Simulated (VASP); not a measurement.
# Fe2O3 in VASP: single point with PBE+U

Aim: the single point of Fe2O3 with PBE+U.

Everything below comes from runs of VASP 6.6.1. Logs are shortened: lines on timing, memory, paths and dates and some standing lists are left out, and cuts for length are marked.

### Step 1. The cell of the first run

The typed cell holds 10 atoms: a = 5.175 Å, b = 5.175 Å, c = 5.526 Å, α = 117.92°, β = 117.92°, γ = 60.00°.

### Step 2. Single point, PBE+U, collinear spin, ferromagnetic start

INCAR

```
SYSTEM = Fe2O3
PREC = Accurate
ENCUT = 520
EDIFF = 1E-6
ISMEAR = 0
SIGMA = 0.02
LREAL = .False.
LASPH = .True.
NELM = 150
ALGO = Normal
ISIF = 2
LWAVE = .False.
LCHARG = .False.
ISPIN = 2
MAGMOM = 4.39 4.39 4.39 4.39 0.41 0.41 0.41 0.41 0.41 0.41
LORBIT = 11
LMAXMIX = 4
LDAU = .True.
LDAUTYPE = 2
LDAUL = 2 -1
LDAUU = 5.3 0
LDAUJ = 0 0
LDAUPRINT = 1
GGA = PE
NBANDS = 49
KPAR = 4
```

KPOINTS

```
Automatic mesh
0
Gamma
  6 6 6
  0 0 0
```

POSCAR

```
Fe2O3
1.0
    4.4817578085     -2.5876716194     -0.0008005295
    4.4817578085      2.5876716194     -0.0008005295
   -2.9872129980      0.0000000000      4.6485931893
Fe O
4 6
Direct
    0.3546861334      0.8546317693      0.5640497387
    0.1453682307      0.6453138666      0.9359502613
    0.6453138666      0.1453682307      0.4359502613
    0.8546317693      0.3546861334      0.0640497387
    0.5526855511      0.4473144489      0.2500000000
    0.4473144489      0.5526855511      0.7500000000
    0.9472867993      0.7499918884      0.2500313348
    0.2500081116      0.0527132007      0.2499686652
    0.0527132007      0.2500081116      0.7499686652
    0.7499918884      0.9472867993      0.7500313348
```

Potentials or basis: VASP PAW PBE potentials, release 64 (Fe, O).

Command:

```sh
$ cat potpaw_PBE.64/Fe/POTCAR potpaw_PBE.64/O/POTCAR > POTCAR
$ mpirun -np 4 vasp_std > vasp.out
```

OUTCAR:

```text
SYSTEM = Fe2O3
   PREC = Accurate
   ENCUT = 520
   EDIFF = 1E-6
   ISMEAR = 0
   LREAL = .False.
   LASPH = .True.
   NELM = 150
   ISIF = 2
   ISPIN = 2
   LORBIT = 11
   GGA = PE

 ion  position               nearest neighbor table
   1  0.355  0.855  0.564-   6 2.01  10 2.01   9 2.01   5 2.14   7 2.14   8 2.14   2 2.92   3 3.05
                             3 3.05   3 3.05
   2  0.145  0.645  0.936-   6 2.01   9 2.01  10 2.01   5 2.14   8 2.14   7 2.14   1 2.92   4 3.05
                             4 3.05   4 3.05
   3  0.645  0.145  0.436-   5 2.01   8 2.01   7 2.01   6 2.14   9 2.14  10 2.14   4 2.92   1 3.05
                             1 3.05   1 3.05
   4  0.855  0.355  0.064-   5 2.01   7 2.01   8 2.01   6 2.14  10 2.14   9 2.14   3 2.92   2 3.05
                             2 3.05   2 3.05
   5  0.553  0.447  0.250-   3 2.01   4 2.01   1 2.14   2 2.14
   6  0.447  0.553  0.750-   1 2.01   2 2.01   3 2.14   4 2.14
   7  0.947  0.750  0.250-   4 2.01   3 2.01   1 2.14   2 2.14
   8  0.250  0.053  0.250-   3 2.01   4 2.01   2 2.14   1 2.14
   9  0.053  0.250  0.750-   2 2.01   1 2.01   3 2.14   4 2.14
  10  0.750  0.947  0.750-   1 2.01   2 2.01   4 2.14   3 2.14

  LATTYP: Found a base centered monoclinic cell.
 ALAT       =     8.9635157600
 B/A-ratio  =     0.5773787181
 C/A-ratio  =     0.6164606470
 COS(beta)  =    -0.5407582321

  Lattice vectors:

 A1 = (   4.4817578085,  -2.5876716194,  -0.0008005295)
 A2 = (   4.4817578085,   2.5876716194,  -0.0008005295)
 A3 = (  -2.9872129980,   0.0000000000,   4.6485931893)

Analysis of symmetry for initial positions (statically):
=====================================================================
 Subroutine PRICEL returns:
 Original cell was already a primitive cell.

 Routine SETGRP: Setting up the symmetry group for a
 base centered monoclinic supercell.

 Subroutine GETGRP returns: Found  4 space group operations
 (whereof  2 operations were pure point group operations)
 out of a pool of  4 trial point group operations.

The static configuration has the point symmetry S_2 .
 The point group associated with its full space group is C_2h.

Analysis of symmetry for dynamics (positions and initial velocities):
=====================================================================
 Subroutine PRICEL returns:
 Original cell was already a primitive cell.

 Routine SETGRP: Setting up the symmetry group for a
 base centered monoclinic supercell.

 Subroutine GETGRP returns: Found  4 space group operations
 (whereof  2 operations were pure point group operations)
 out of a pool of  4 trial point group operations.

[... 311 lines left out ...]
  ext. energy  EPLUGINS =         0.00000000
  ---------------------------------------------------
  free energy    TOTEN  =       -66.13221910 eV

  energy without entropy =      -66.13221910  energy(sigma->0) =      -66.13221910

 E-fermi :   3.0434     XC(G=0): -11.2298

 val. band max:        2.9269596864   @ k =   0.0000   0.0000   0.0000
 cond. band min:       4.6459773778   @ k =  -0.3333   0.3333   0.0000
 fundamental gap:      1.7190176914
 Fermi energy:         3.0433549814

 spin component 1

 k-point     1 :       0.0000    0.0000    0.0000
  band No.  band energies     occupation
      1     -15.4569      1.00000
      2     -14.1944      1.00000
      3     -14.1929      1.00000
      4     -14.0649      1.00000
      5     -14.0637      1.00000
      6     -14.0632      1.00000
[... 2345 lines left out ...]
     45       9.7622      0.00000
     46      12.8319      0.00000

 [... further k-points ...]

 [bands above 46 left out]

------------------------ aborting loop because EDIFF is reached ----------------------------------------

  FORCE on cell =-STRESS in cart. coord.  units (eV):
  Direction    XX          YY          ZZ          XY          YZ          ZX
  --------------------------------------------------------------------------------------
  -------------------------------------------------------------------------------------
  Total       -4.1537749     -4.1534951     -3.5602706      0.0000000      0.0000000     -0.0010244
  in kB      -61.7297208    -61.7255613    -52.9095860      0.0000000      0.0000000     -0.0152234
  external PRESSURE =     -58.7882894 kB  Pullay stress =       0.0000000 kB

 VOLUME and BASIS-vectors are now :
 -----------------------------------------------------------------------------
  energy-cutoff  :      520.00
  volume of cell :      107.81
      direct lattice vectors                 reciprocal lattice vectors
     4.481757809 -2.587671619 -0.000800529     0.111576176 -0.193223899  0.071699499
     4.481757809  2.587671619 -0.000800529     0.111576176  0.193223899  0.071699499
    -2.987212998  0.000000000  4.648593189     0.000038429  0.000000000  0.215143540

 POSITION                                       TOTAL-FORCE (eV/Angst)
 -----------------------------------------------------------------------------------
      3.73493      1.29370      2.62107         0.002836      0.003039     -0.182030
      0.74776      1.29370      4.35022        -0.002836      0.003039      0.182030
      2.24137     -1.29370      2.02592        -0.002836     -0.003039      0.182030
      5.22854     -1.29370      0.29677         0.002836     -0.003039     -0.182030
      3.73495     -0.27267      1.16135        -0.000000     -0.048318     -0.000000
      2.24135      0.27267      3.48564        -0.000000      0.048318     -0.000000
      6.85990     -0.51053      1.16094        -0.040956      0.024229     -0.000196
      0.61001     -0.51053      1.16176         0.040956      0.024229      0.000196
     -0.88359      0.51053      3.48606         0.040956     -0.024229      0.000196
      5.36629      0.51053      3.48523        -0.040956     -0.024229     -0.000196
 -----------------------------------------------------------------------------------
    total drift:                                0.000000     -0.000000     -0.000000

  FREE ENERGIE OF THE ION-ELECTRON SYSTEM (eV)
  ---------------------------------------------------
  free  energy   TOTEN  =       -66.1322190957 eV

  energy  without entropy=      -66.1322190957  energy(sigma->0) =      -66.13221910

 total charge

# of ion       s       p       d       tot
------------------------------------------
    1        0.363   0.496   5.738   6.597
    2        0.363   0.496   5.738   6.597
    3        0.363   0.496   5.738   6.597
    4        0.363   0.496   5.738   6.597
    5        1.557   3.463   0.000   5.020
    6        1.557   3.463   0.000   5.020
    7        1.557   3.463   0.000   5.019
    8        1.557   3.463   0.000   5.019
    9        1.557   3.463   0.000   5.019
   10        1.557   3.463   0.000   5.019
--------------------------------------------------
tot         10.791  22.762  22.951  56.504

 magnetization (x)

# of ion       s       p       d       tot
------------------------------------------
    1        0.027   0.039   4.341   4.407
    2        0.027   0.039   4.341   4.407
    3        0.027   0.039   4.341   4.407
    4        0.027   0.039   4.341   4.407
    5        0.019   0.319   0.000   0.337
    6        0.019   0.319   0.000   0.337
    7        0.019   0.319   0.000   0.337
    8        0.019   0.319   0.000   0.337
    9        0.019   0.319   0.000   0.337
   10        0.019   0.319   0.000   0.337
--------------------------------------------------
tot          0.219   2.066  17.365  19.650
```

Wall time 5.5 min (4 MPI ranks of Intel Xeon Platinum 8375C at 2.90GHz (Ice Lake), shared host); peak memory 0.63 GiB.

What came out:

- Free energy: -66.1322 eV
- Pressure: -5.9 GPa
- Largest force: 0.182 eV/Å
- Band gap on the k mesh: 1.72 eV (least direct gap 1.85 eV)
- Net moment: 20.00 μB per cell
- Site moments: Fe +4.41; O +0.34 μB
- Valence electrons inside the program's atomic spheres: Fe 6.60; O 5.02

Forces on the atoms (eV/Å):
```
Fe   0.003  0.003 -0.182
Fe  -0.003  0.003  0.182
Fe  -0.003 -0.003  0.182
Fe   0.003 -0.003 -0.182
O    0.000 -0.048  0.000
O    0.000  0.048  0.000
O   -0.041  0.024  0.000
O    0.041  0.024  0.000
O    0.041 -0.024  0.000
O   -0.041 -0.024  0.000
```

Eigenvalues of the final occupation matrices:
```
    site  spin  trace               eigenvalues
site 1 d     1   5.06  0.98 0.98 0.99 1.05 1.05
site 1 d     2   0.71  0.06 0.06 0.07 0.26 0.26
site 2 d     1   5.06  0.98 0.98 0.99 1.05 1.05
site 2 d     2   0.71  0.06 0.06 0.07 0.26 0.26
site 3 d     1   5.06  0.98 0.98 0.99 1.05 1.05
site 3 d     2   0.71  0.06 0.06 0.07 0.26 0.26
site 4 d     1   5.06  0.98 0.98 0.99 1.05 1.05
site 4 d     2   0.71  0.06 0.06 0.07 0.26 0.26
```

Caveat: the cell stands under tension; the run started ferromagnetic, and an antiferromagnetic order may lie lower in energy.
